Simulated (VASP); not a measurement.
# LaHg (Pm-3m) in VASP: notebook

LaHg is run at these levels: LDA; tasks: electric field gradients.

Program: VASP 6.6.1. These are calculated values, not measurements. Logs are shortened: lines on timing, memory, paths and dates and some standing lists are left out, and cuts for length are marked.

## Step 1: The cell of the first run

It takes space group Pm-3m (No. 221, cubic). The conventional cell has a = 3.166 Å, b = 3.166 Å, c = 3.166 Å, α = 90.00°, β = 90.00°, γ = 90.00°. La (site symmetry m-3m) has 8 Hg at 2.74 Å and 6 La at 3.17 Å within 3.6 Å. Hg (site symmetry m-3m) has 8 La at 2.74 Å and 6 Hg at 3.17 Å within 3.6 Å.

## Step 2: Electric field gradients, LDA (volume scaled by 0.55)

The input, INCAR:

```
PREC     = Accurate       # precision mode
ENCUT    = 520            # plane-wave cutoff, eV
EDIFF    = 1E-8           # SCF threshold, eV
ISMEAR   = -1             # smearing method
SIGMA    = 0.05           # smearing width, eV
LREAL    = False          # projectors in reciprocal space
LASPH    = True           # aspherical terms in the spheres
NELM     = 100            # most SCF steps
ALGO     = Normal         # electronic algorithm
ISIF     = 2              # what is computed and relaxed
LWAVE    = False          # write WAVECAR
LCHARG   = False          # write CHGCAR
LEFG     = True         
NBANDS   = 18             # bands
```

The input, KPOINTS:

```
Automatic mesh
0
Gamma
  9 9 9
```

The input, POSCAR:

```
LaHg
1.0
    3.1658573896      0.0000000000      0.0000000000
    0.0000000000      3.1658573896      0.0000000000
    0.0000000000      0.0000000000      3.1658573896
La Hg
1 1
Direct
    0.5000000000      0.5000000000      0.5000000000
    0.0000000000      0.0000000000      0.0000000000
```

Potentials or basis: VASP PAW LDA potentials, release 64 (La, Hg).

Command:

```
$ cat potpaw_LDA.64/La/POTCAR potpaw_LDA.64/Hg/POTCAR > POTCAR
$ mpirun -np 1 vasp_std > vasp.out
```

OUTCAR:

```text
PREC = Accurate
   ENCUT = 520
   EDIFF = 1E-8
   ISMEAR = -1
   LREAL = False
   LASPH = True
   NELM = 100
   ISIF = 2

 ion  position               nearest neighbor table
   1  0.500  0.500  0.500-   2 2.74   2 2.74   2 2.74   2 2.74   2 2.74   2 2.74   2 2.74   2 2.74

   2  0.000  0.000  0.000-   1 2.74   1 2.74   1 2.74   1 2.74   1 2.74   1 2.74   1 2.74   1 2.74

  LATTYP: Found a simple cubic cell.
 ALAT       =     3.1658573896

  Lattice vectors:

 A1 = (   3.1658573896,   0.0000000000,   0.0000000000)
 A2 = (   0.0000000000,   3.1658573896,   0.0000000000)
 A3 = (   0.0000000000,   0.0000000000,   3.1658573896)

Analysis of symmetry for initial positions (statically):
=====================================================================
 Subroutine PRICEL returns:
 Original cell was already a primitive cell.

 Routine SETGRP: Setting up the symmetry group for a
 simple cubic supercell.

 Subroutine GETGRP returns: Found 48 space group operations
 (whereof 48 operations were pure point group operations)
 out of a pool of 48 trial point group operations.

The static configuration has the point symmetry O_h .

Analysis of symmetry for dynamics (positions and initial velocities):
=====================================================================
 Subroutine PRICEL returns:
 Original cell was already a primitive cell.

 Routine SETGRP: Setting up the symmetry group for a
 simple cubic supercell.

 Subroutine GETGRP returns: Found 48 space group operations
 (whereof 48 operations were pure point group operations)
 out of a pool of 48 trial point group operations.

The dynamic configuration has the point symmetry O_h .

 Subroutine INISYM returns: Found 48 space group operations
 (whereof 48 operations are pure point group operations),
 and found     1 'primitive' translations

----------------------------------------------------------------------------------------

                                     Primitive cell

  volume of cell :      31.7303

  direct lattice vectors                    reciprocal lattice vectors
     3.165857390  0.000000000  0.000000000     0.315870198  0.000000000  0.000000000
     0.000000000  3.165857390  0.000000000     0.000000000  0.315870198  0.000000000
     0.000000000  0.000000000  3.165857390     0.000000000  0.000000000  0.315870198

  length of vectors
     3.165857390  3.165857390  3.165857390     0.315870198  0.315870198  0.315870198

  position of ions in fractional coordinates (direct lattice)
     0.500000000  0.500000000  0.500000000
     0.000000000  0.000000000  0.000000000

  ion indices of the primitive-cell ions
   primitive index   ion index
                 1           1
                 2           2

----------------------------------------------------------------------------------------

 KPOINTS: Automatic mesh

Automatic generation of k-mesh.
 Grid dimensions read from file:
 generate k-points for:    9    9    9

 Generating k-lattice:

  Cartesian coordinates                     Fractional coordinates (reciprocal lattice)
     0.035096689  0.000000000  0.000000000     0.111111111  0.000000000  0.000000000
     0.000000000  0.035096689  0.000000000     0.000000000  0.111111111  0.000000000
     0.000000000  0.000000000  0.035096689     0.000000000  0.000000000  0.111111111

  Length of vectors
     0.035096689  0.035096689  0.035096689

  Shift w.r.t. Gamma in fractional coordinates (k-lattice)
     0.000000000  0.000000000  0.000000000

 Subroutine IBZKPT returns following result:
 ===========================================

 Found     35 irreducible k-points:

 Following reciprocal coordinates:
            Coordinates               Weight
  0.000000  0.000000  0.000000      1.000000
  0.111111  0.000000  0.000000      6.000000
  0.222222  0.000000  0.000000      6.000000
  0.333333  0.000000  0.000000      6.000000
  0.444444  0.000000  0.000000      6.000000
  0.111111  0.111111  0.000000     12.000000
[... 16 lines left out ...]
  0.333333  0.333333  0.111111     24.000000
  0.444444  0.333333  0.111111     48.000000
 [... further k-points ...]
   k-points           NKPTS =     35   k-points in BZ     NKDIM =     35   number of bands    NBANDS=     18
   number of dos      NEDOS =    301   number of ions     NIONS =      2
   total plane-waves  NPLWV =  13824
   dimension x,y,z NGX =    24 NGY =   24 NGZ =   24
   dimension x,y,z NGXF=    48 NGYF=   48 NGZF=   48
   ions per type =               1   1
   NGX,Y,Z   is equivalent  to a cutoff of  12.60, 12.60, 12.60 a.u.
   NGXF,Y,Z  is equivalent  to a cutoff of  25.21, 25.21, 25.21 a.u.
 SYSTEM =  unknown system
   PREC   = accura    normal or accurate (medium, high low for compatibility)
   ISTART =      0    job   : 0-new  1-cont  2-samecut
   ICHARG =      2    charge: 1-file 2-atom 10-const
   ISPIN  =      1    spin polarized calculation?
   LNONCOLLINEAR =      F non collinear calculations
   LSORBIT =      F    spin-orbit coupling
   LASPH  =      T    aspherical Exc in radial PAW
   ENCUT  =  520.0 eV  38.22 Ry    6.18 a.u.   5.89  5.89  5.89*2*pi/ulx,y,z
   NELM   =    100;   NELMIN=  2; NELMDL= -5     # of ELM steps
   EDIFF  = 0.1E-07   stopping-criterion for ELM
   LREAL  =      F    real-space projection
   EDIFFG = 0.1E-06   stopping-criterion for IOM
   NSW    =      0    number of steps for IOM
   IBRION =     -1    ionic relax: 0-MD 1-quasi-New 2-CG
   NFREE  =      0    steps in history (QN), initial steepest desc. (CG)
   ISIF   =      2    stress and relaxation
   ISYM   =      2    0-nonsym 1-usesym 2-fastsym
   POTIM  = 0.5000    time-step for ionic-motion
   TEBEG  =    0.0;   TEEND  =   0.0 temperature during run
   PSTRESS=    0.0 pullay stress
   NELECT =      23.0000    total number of electrons
   NUPDOWN=      -1.0000    fix difference up-down
   EMIN   =  10.00;   EMAX   =-10.00  energy-range for DOS
   EFERMI =   0.00;   METHOD = LEGACY
   ISMEAR =    -1;   SIGMA  =   0.05  broadening in eV -4-tet -1-fermi 0-gaus
   EFERMI_NEDOS =   21; number of points for ismear=-14 and -15
   IALGO  =     38    algorithm
   IMIX   =      4    mixing-type and parameters
     AMIX     =   0.40;   BMIX     =  1.00
     AMIX_MAG =   1.60;   BMIX_MAG =  1.00
  volume/ion in A,a.u.               =      15.87       107.06
  Fermi-wavevector in a.u.,A,eV,Ry     =   1.470594  2.779020 29.424591  2.162646
  Thomas-Fermi vector in A             =   2.585832
   LORBIT       =      0    0 simple, 1 ext, 2 COOP (PROOUT), +10 PAW based schemes
   GGA     = CA    functional components
   LHFCALC =     F    Hartree Fock is set to
   AEXX    =    0.0000 exact exchange contribution
   IVDW    =     0    specifies the selected vdW correction
   LEPSILON=     F    determine dielectric tensor
   LRPA    =     F    only Hartree local field effects (RPA)
 non-spin polarized calculation
  energy-cutoff  :      520.00
  volume of cell :       31.73
 maximum number of plane-waves:       870
 NGX is ok and might be reduce to    24
   NGX = 11   NGY = 11   NGZ = 11

 number of electron      23.0000003 magnetization

 Free energy of the ion-electron system (eV)
  ---------------------------------------------------
  ext. energy  EPLUGINS =         0.00000000
  ---------------------------------------------------
  free energy    TOTEN  =        -2.45401894 eV

  energy without entropy =       -2.44366985  energy(sigma->0) =       -2.44884440

 E-fermi :  13.9547     XC(G=0): -13.6102

 val. band max:       13.9009366457   @ k =   0.2222   0.2222   0.1111
 cond. band min:      14.0317859851   @ k =   0.4444   0.1111   0.1111
 fundamental gap:      0.1308493394
 Fermi energy:        13.9547230145

 k-point     1 :       0.0000    0.0000    0.0000
  band No.  band energies     occupation
      1     -18.9241      2.00000
      2      -1.4698      2.00000
      3      -1.4698      2.00000
      4      -1.4698      2.00000
      5       2.7538      2.00000
      6       2.7538      2.00000
[... 10 lines left out ...]
     17      16.6908      0.00000
     18      16.6908      0.00000

 k-point     2 :       0.1111    0.0000    0.0000
  band No.  band energies     occupation
      1     -18.8628      2.00000
      2      -2.1494      2.00000
      3      -1.4965      2.00000
      4      -1.4965      2.00000
      5       2.8053      2.00000
      6       3.0850      2.00000
[... 10 lines left out ...]
     17      16.6251      0.00000
     18      16.6251      0.00000

 k-point     3 :       0.2222    0.0000    0.0000
  band No.  band energies     occupation
      1     -18.7017      2.00000
      2      -3.4650      2.00000
      3      -1.5642      2.00000
      4      -1.5642      2.00000
      5       2.9407      2.00000
      6       3.7870      2.00000
[... 10 lines left out ...]
     17      16.7437      0.00000
     18      16.7437      0.00000

 k-point     4 :       0.3333    0.0000    0.0000
  band No.  band energies     occupation
      1     -18.5071      2.00000
      2      -4.6349      2.00000
      3      -1.6411      2.00000
      4      -1.6411      2.00000
      5       3.1046      2.00000
      6       4.5861      2.00000
[... 375 lines left out ...]
      4      -1.7185      2.00000
      5       3.5279      2.00000
      6       4.1043      2.00000
[... 10 lines left out ...]
     17      17.2228      0.00000
     18      17.3456      0.00000

 k-point    23 :       0.3333    0.3333    0.1111
  band No.  band energies     occupation
      1     -18.1376      2.00000
      2      -4.0280      2.00000
      3      -3.6569      2.00000
      4      -1.6492      2.00000
      5       3.5064      2.00000
      6       4.0647      2.00000
[... 10 lines left out ...]
     17      17.1637      0.00000
     18      17.5070      0.00000

 k-point    24 :       0.4444    0.3333    0.1111
  band No.  band energies     occupation
      1     -18.0358      2.00000
      2      -4.3956      2.00000
      3      -3.6135      2.00000
      4      -1.5057      2.00000
      5       3.3726      2.00000
      6       3.9418      2.00000
[... 10 lines left out ...]
     17      17.3558      0.00000
     18      17.5562      0.00000

 [... further k-points ...]
[... 5 lines left out ...]
  --------------------------------------------------------------------------------------
  -------------------------------------------------------------------------------------
  Total       23.6038026     23.6038026     23.6038026     -0.0000000     -0.0000000     -0.0000000
  in kB     1191.8415299   1191.8415299   1191.8415299     -0.0000000     -0.0000000     -0.0000000
  external PRESSURE =    1191.8415299 kB  Pullay stress =       0.0000000 kB

 VOLUME and BASIS-vectors are now :
 -----------------------------------------------------------------------------
  energy-cutoff  :      520.00
  volume of cell :       31.73
      direct lattice vectors                 reciprocal lattice vectors
     3.165857390  0.000000000  0.000000000     0.315870198  0.000000000  0.000000000
     0.000000000  3.165857390  0.000000000     0.000000000  0.315870198  0.000000000
     0.000000000  0.000000000  3.165857390     0.000000000  0.000000000  0.315870198

 POSITION                                       TOTAL-FORCE (eV/Angst)
 -----------------------------------------------------------------------------------
      1.58293      1.58293      1.58293         0.000000      0.000000      0.000000
      0.00000      0.00000      0.00000         0.000000      0.000000      0.000000
 -----------------------------------------------------------------------------------
    total drift:                                0.000000      0.000000     -0.000000

  FREE ENERGIE OF THE ION-ELECTRON SYSTEM (eV)
  ---------------------------------------------------
  free  energy   TOTEN  =        -2.4540189404 eV

  energy  without entropy=       -2.4436698538  energy(sigma->0) =       -2.44884440

 Electric field gradients (V/A^2)
---------------------------------------------------------------------
 ion       V_xx      V_yy      V_zz      V_xy      V_xz      V_yz
---------------------------------------------------------------------
   1      -0.000    -0.000     0.000     0.000     0.000    -0.000
   2       0.000    -0.000     0.000    -0.000    -0.000     0.000
---------------------------------------------------------------------

 Electric field gradients after diagonalization (V/A^2)
 (convention: |V_zz| > |V_xx| > |V_yy|)
----------------------------------------------------------------------
 ion       V_xx      V_yy      V_zz     asymmetry (V_yy - V_xx)/ V_zz
----------------------------------------------------------------------
   1      -0.000    -0.000     0.000       0.400
   2      -0.000     0.000     0.000       0.388
----------------------------------------------------------------------

           NMR quadrupolar parameters

 Cq : quadrupolar parameter    Cq=e*Q*V_zz/h
 eta: asymmetry parameters     (V_yy - V_xx)/ V_zz
 Q  : nuclear electric quadrupole moment in mb (millibarn)
----------------------------------------------------------------------
 ion       Cq(MHz)       eta       Q (mb)
----------------------------------------------------------------------
   1       0.000       0.400       1.000
   2       0.000       0.388       1.000
----------------------------------------------------------------------
```

Wall time 11 s (1 thread of Intel Xeon Platinum 8488C (Sapphire Rapids), shared host); peak memory 0.15 GiB.

Results:

| Quantity | Value |
| --- | --- |
| Free energy | -2.4540 eV |
| Pressure | 119.2 GPa |

Levels at points of the mesh, in eV from the Fermi level:
| k point | band 7 | band 8 | band 9 | band 10 | band 11 | band 12 | band 13 | band 14 | band 15 | band 16 |
| --- | --- | --- | --- | --- | --- | --- | --- | --- | --- | --- |
| (0.00, 0.00, 0.00) | -9.36 | -9.36 | -9.36 | -8.66 | -0.15 | -0.15 | 2.46 | 2.46 | 2.46 | 2.74 |

Caveat: without QUAD_EFG the Cq values of the log hold for a quadrupole moment of 1 mb, not for the nuclei; spin-orbit coupling is left out, which moves the levels of the heavy elements.

## Step 3: Electric field gradients, LDA (volume scaled by 0.75)

The input, INCAR:

```
  ALGO = Normal
  EDIFF = 1E-8
  ENCUT = 520
  GGA = CA
  ISIF = 2
  ISMEAR = -1
  LASPH = True
  LCHARG = False
  LEFG = True
  LREAL = False
  LWAVE = False
  NBANDS = 18
  NELM = 60
  PREC = Accurate
  SIGMA = 0.05
```

The input, KPOINTS:

```
k-points
0
Gamma
  9 9 9
```

The input, POSCAR:

```
LaHg
1.0
    3.5106769854      0.0000000000      0.0000000000
    0.0000000000      3.5106769854      0.0000000000
    0.0000000000      0.0000000000      3.5106769854
La Hg
1 1
Direct
    0.5000000000      0.5000000000      0.5000000000
    0.0000000000      0.0000000000      0.0000000000
```

Potentials or basis: VASP PAW LDA potentials, release 64 (La, Hg).

Command:

```
$ cat potpaw_LDA.64/La/POTCAR potpaw_LDA.64/Hg/POTCAR > POTCAR
$ mpirun -np 1 vasp_std > vasp.out
```

OUTCAR:

```text
EDIFF = 1E-8
   ENCUT = 520
   GGA = CA
   ISIF = 2
   ISMEAR = -1
   LASPH = True
   LREAL = False
   NELM = 60
   PREC = Accurate

 ion  position               nearest neighbor table
   1  0.500  0.500  0.500-   2 3.04   2 3.04   2 3.04   2 3.04   2 3.04   2 3.04   2 3.04   2 3.04

   2  0.000  0.000  0.000-   1 3.04   1 3.04   1 3.04   1 3.04   1 3.04   1 3.04   1 3.04   1 3.04

  LATTYP: Found a simple cubic cell.
 ALAT       =     3.5106769854

  Lattice vectors:

 A1 = (   3.5106769854,   0.0000000000,   0.0000000000)
 A2 = (   0.0000000000,   3.5106769854,   0.0000000000)
 A3 = (   0.0000000000,   0.0000000000,   3.5106769854)
[... 716 lines left out ...]
  free  energy   TOTEN  =        -6.9085847784 eV

  energy  without entropy=       -6.8843510879  energy(sigma->0) =       -6.89646793

 Electric field gradients (V/A^2)
---------------------------------------------------------------------
 ion       V_xx      V_yy      V_zz      V_xy      V_xz      V_yz
---------------------------------------------------------------------
   1      -0.000    -0.000    -0.000    -0.000    -0.000     0.000
   2      -0.000    -0.000     0.000     0.000    -0.000    -0.000
---------------------------------------------------------------------

 Electric field gradients after diagonalization (V/A^2)
 (convention: |V_zz| > |V_xx| > |V_yy|)
----------------------------------------------------------------------
 ion       V_xx      V_yy      V_zz     asymmetry (V_yy - V_xx)/ V_zz
----------------------------------------------------------------------
   1      -0.000    -0.000    -0.000      -0.088
   2      -0.000    -0.000     0.000       0.125
----------------------------------------------------------------------

           NMR quadrupolar parameters

 Cq : quadrupolar parameter    Cq=e*Q*V_zz/h
 eta: asymmetry parameters     (V_yy - V_xx)/ V_zz
 Q  : nuclear electric quadrupole moment in mb (millibarn)
----------------------------------------------------------------------
 ion       Cq(MHz)       eta       Q (mb)
----------------------------------------------------------------------
   1      -0.000      -0.088       1.000
   2       0.000       0.125       1.000
----------------------------------------------------------------------
```

OSZICAR:

```text
N       E                     dE             d eps       ncg     rms          rms(c)
DAV:   1     0.178131383832E+03    0.17813E+03   -0.98345E+03  1404   0.201E+03
DAV:   2     0.165939484160E+02   -0.16154E+03   -0.14743E+03  1428   0.280E+02
DAV:   3    -0.639967269734E+01   -0.22994E+02   -0.21816E+02  1886   0.125E+02
DAV:   4    -0.780008624246E+01   -0.14004E+01   -0.13300E+01  2194   0.268E+01
DAV:   5    -0.785554903261E+01   -0.55463E-01   -0.54663E-01  1912   0.419E+00    0.718E+00
DAV:   6    -0.695224492536E+01    0.90330E+00   -0.51566E+00  2080   0.215E+01    0.513E+00
DAV:   7    -0.693090659382E+01    0.21338E-01   -0.22904E-01  1934   0.471E+00    0.281E+00
DAV:   8    -0.690926133326E+01    0.21645E-01   -0.23697E-02  2012   0.157E+00    0.152E-01
DAV:   9    -0.690867368073E+01    0.58765E-03   -0.28928E-03  2240   0.532E-01    0.669E-02
DAV:  10    -0.690859057341E+01    0.83107E-04   -0.43008E-04  2058   0.213E-01    0.206E-02
DAV:  11    -0.690858567891E+01    0.48945E-05   -0.25915E-05  1990   0.518E-02    0.110E-02
DAV:  12    -0.690858474653E+01    0.93238E-06   -0.79678E-06  2054   0.234E-02    0.260E-03
DAV:  13    -0.690858478902E+01   -0.42483E-07   -0.32370E-07  1804   0.430E-03    0.139E-03
DAV:  14    -0.690858477801E+01    0.11005E-07   -0.12243E-07  2176   0.321E-03    0.314E-04
DAV:  15    -0.690858477838E+01   -0.36516E-09   -0.49193E-09  1088   0.559E-04
   1 F= -.69085848E+01 E0= -.68964679E+01  d E =-.242337E-01
```

It took 20 s on 1 thread of Intel Xeon Platinum 8488C (Sapphire Rapids), shared host; peak memory 0.17 GiB.

Results:

```yaml
Free_energy: -6.9086 eV
Pressure: 25.6 GPa
```

Caveat: without QUAD_EFG the Cq values of the log hold for a quadrupole moment of 1 mb, not for the nuclei; spin-orbit coupling is left out, which moves the levels of the heavy elements.

(Continued in part 2 of 2.)
